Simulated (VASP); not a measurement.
# Sb (R-3m) in VASP: settings compared, part 2 of 2

VASP 6.6.1. The steps go on from the part before.

## (6) Single point, PBEsol

This run uses another cell than the first one, of 31.43 Å³/atom, 1.040 times its volume.

INCAR reads:

```
SYSTEM = Sb
  ALGO = Normal
  EDIFF = 1E-6
  ENCUT = 500
  GGA = PS
  GGA_COMPAT = .False.
  ISIF = 2
  ISMEAR = -1
  LASPH = .True.
  LCHARG = .False.
  LREAL = .False.
  LWAVE = .False.
  NBANDS = 12
  NELM = 120
  PREC = Accurate
  SIGMA = 0.05
```

KPOINTS reads:

```
k-points
0
Gamma
  8 8 8
  0 0 0
```

POSCAR reads:

```
Sb
1.0
    2.1972840000      1.2686025089      3.7580000000
   -2.1972840000      1.2686025089      3.7580000000
    0.0000000000     -2.5372050178      3.7580000000
Sb
2
Direct
    0.7665100000      0.7665100000      0.7665100000
    0.2334900000      0.2334900000      0.2334900000
```

Potentials or basis: VASP PAW PBE potentials, release 64 (Sb).

The run is started by

```
$ cat potpaw_PBE.64/Sb/POTCAR > POTCAR
$ mpirun -np 1 vasp_std > vasp.out
```

OUTCAR:

```text
SYSTEM = Sb
   EDIFF = 1E-6
   ENCUT = 500
   GGA = PS
   ISIF = 2
   ISMEAR = -1
   LASPH = .True.
   LREAL = .False.
   NELM = 120
   PREC = Accurate

 ion  position               nearest neighbor table
   1  0.767  0.767  0.767-   2 2.95   2 2.95   2 2.95   2 3.39   2 3.39   2 3.39
   2  0.233  0.233  0.233-   1 2.95   1 2.95   1 2.95   1 3.39   1 3.39   1 3.39

  LATTYP: Found a trigonal (rhomboedric) cell.
 ALAT       =     4.5343106755
 COS(alpha) =     0.5303440422

  Lattice vectors:

 A1 = (   2.1972840000,   1.2686025089,   3.7580000000)
 A2 = (  -2.1972840000,   1.2686025089,   3.7580000000)
 A3 = (   0.0000000000,  -2.5372050178,   3.7580000000)

Analysis of symmetry for initial positions (statically):
=====================================================================
 Subroutine PRICEL returns:
 Original cell was already a primitive cell.

 Routine SETGRP: Setting up the symmetry group for a
 trigonal (rhombohedral) supercell.

 Subroutine GETGRP returns: Found 12 space group operations
 (whereof 12 operations were pure point group operations)
 out of a pool of 12 trial point group operations.

The static configuration has the point symmetry D_3d.

Analysis of symmetry for dynamics (positions and initial velocities):
=====================================================================
 Subroutine PRICEL returns:
 Original cell was already a primitive cell.

 Routine SETGRP: Setting up the symmetry group for a
 trigonal (rhombohedral) supercell.

 Subroutine GETGRP returns: Found 12 space group operations
 (whereof 12 operations were pure point group operations)
 out of a pool of 12 trial point group operations.

The dynamic configuration has the point symmetry D_3d.

 Subroutine INISYM returns: Found 12 space group operations
 (whereof 12 operations are pure point group operations),
 and found     1 'primitive' translations

[... 117 lines left out ...]
  Thomas-Fermi vector in A             =   2.008344
   LORBIT       =      0    0 simple, 1 ext, 2 COOP (PROOUT), +10 PAW based schemes
   GGA     = PS    functional components
   LHFCALC =     F    Hartree Fock is set to
   AEXX    =    0.0000 exact exchange contribution
   IVDW    =     0    specifies the selected vdW correction
   LEPSILON=     F    determine dielectric tensor
   LRPA    =     F    only Hartree local field effects (RPA)
 non-spin polarized calculation
  energy-cutoff  :      500.00
  volume of cell :       62.85
 maximum number of plane-waves:      1610
 NGX is ok and might be reduce to    36
   NGX = 17   NGY = 17   NGZ = 17

 number of electron      10.0000000 magnetization

 Free energy of the ion-electron system (eV)
  ---------------------------------------------------
  ext. energy  EPLUGINS =         0.00000000
  ---------------------------------------------------
  free energy    TOTEN  =        -9.10423982 eV

  energy without entropy =       -9.10219487  energy(sigma->0) =       -9.10321735

 E-fermi :   6.6287     XC(G=0):  -9.5004

 val. band max:        6.5396091962   @ k =   0.3750   0.2500   0.2500
 cond. band min:       6.6300782507   @ k =   0.3750   0.1250   0.1250
 fundamental gap:      0.0904690545
 Fermi energy:         6.6286754343

 k-point     1 :       0.0000    0.0000    0.0000
  band No.  band energies     occupation
      1      -5.7804      2.00000
      2       1.6435      2.00000
      3       4.8199      2.00000
      4       4.8589      2.00000
      5       4.8589      2.00000
      6       8.6843      0.00000
      7       9.2819      0.00000
      8       9.2819      0.00000
      9      11.6582      0.00000
     10      11.6582      0.00000
     11      11.8984      0.00000
     12      13.1941      0.00000
[... 331 lines left out ...]
 k-point    24 :       0.3750    0.1250    0.1250
  band No.  band energies     occupation
      1      -4.8211      2.00000
      2      -0.8701      2.00000
      3       3.4917      2.00000
      4       5.1657      2.00000
      5       6.6301      0.98597
      6       6.7757      0.10037
      7       7.2788      0.00000
      8       9.6491      0.00000
      9      11.5314      0.00000
     10      12.5016      0.00000
     11      13.9858      0.00000
     12      15.3337      0.00000

 [... further k-points ...]
[... 5 lines left out ...]
  --------------------------------------------------------------------------------------
  -------------------------------------------------------------------------------------
  Total       -0.8923516     -0.8923516     -0.6593889      0.0000000      0.0000000      0.0000000
  in kB      -22.7471406    -22.7471406    -16.8086340      0.0000000      0.0000000      0.0000000
  external PRESSURE =     -20.7676384 kB  Pullay stress =       0.0000000 kB

 VOLUME and BASIS-vectors are now :
 -----------------------------------------------------------------------------
  energy-cutoff  :      500.00
  volume of cell :       62.85
      direct lattice vectors                 reciprocal lattice vectors
     2.197284000  1.268602509  3.758000000     0.227553653  0.131378163  0.088699663
    -2.197284000  1.268602509  3.758000000    -0.227553653  0.131378163  0.088699663
     0.000000000 -2.537205018  3.758000000     0.000000000 -0.262756325  0.088699663

 POSITION                                       TOTAL-FORCE (eV/Angst)
 -----------------------------------------------------------------------------------
      0.00000      0.00000      8.64163         0.000000      0.000000      0.015805
      0.00000      0.00000      2.63237         0.000000     -0.000000     -0.015805
 -----------------------------------------------------------------------------------
    total drift:                                0.000000     -0.000000     -0.000000

  FREE ENERGIE OF THE ION-ELECTRON SYSTEM (eV)
  ---------------------------------------------------
  free  energy   TOTEN  =        -9.1042398188 eV

  energy  without entropy=       -9.1021948740  energy(sigma->0) =       -9.10321735
```

It took 29 s on 1 thread of Intel Xeon Platinum 8375C at 2.90GHz (Ice Lake), shared host; peak memory 0.21 GiB.

What came out:

```yaml
Free_energy: -9.1042 eV
Pressure: -2.1 GPa
Largest_force: 0.016 eV/Å
Band_gap_on_the_k_mesh: zero (band 5 reaches 6.63 eV, above the bottom of band 6 at 6.37 eV)
```

Forces on the atoms (eV/Å):
```
Sb   0.000  0.000  0.016
Sb   0.000  0.000 -0.016
```

Stress tensor (GPa, compression positive):
```
-2.27  0.00  0.00
 0.00 -2.27  0.00
 0.00  0.00 -1.68
```

Caveat: the PAW data sets were made with another functional, which shifts forces and pressure a little; spin-orbit coupling is left out, which moves the levels of the heavy elements.

## (7) The runs side by side

```tsv
level	potentials or basis	spin	cell	k mesh	cutoff (eV)	smearing	gap on the mesh (eV)	pressure (GPa)	moment (μB)	largest force (eV/Å)
PBE	VASP PAW PBE potentials, release 64 (Sb)	off	a = 4.507 Å, angles 57.1°, 2 atoms	8 × 8 × 8	520	gaussian 0.027 eV	none	2.8	-	0.19
PBEsol	VASP PAW PBE potentials, release 64 (Sb)	non-collinear, zero start, SOC	a = 4.507 Å, angles 57.1°, 2 atoms	6 × 6 × 6	520	fermi-dirac 0.05 eV	-	0.3	0.00	0.07
LDA	VASP PAW LDA potentials, release 64 (Sb)	non-collinear, zero start, SOC	a = 4.507 Å, angles 57.1°, 2 atoms	6 × 6 × 6	520	fermi-dirac 0.05 eV	-	-0.8	0.00	-
BLYP+D3(BJ)	VASP PAW PBE potentials, release 64 (Sb)	non-collinear, zero start, SOC	a = 4.516 Å, angles 57.4°, 2 atoms	6 × 6 × 6	520	fermi-dirac 0.05 eV	-	0.3	0.00	0.07
PBEsol	VASP PAW PBE potentials, release 64 (Sb)	off	a = 4.534 Å, angles 58.0°, 2 atoms	8 × 8 × 8	500	fermi-dirac 0.05 eV	none	-2.1	-	0.02
```

Alike in all rows: task single point.

Caveats: the PAW data sets were made with another functional, which shifts forces and pressure a little (some runs); spin-orbit coupling is left out, which moves the levels of the heavy elements (some runs).

Total energies depend on the potentials used, so only differences within one code and one set of settings carry meaning.
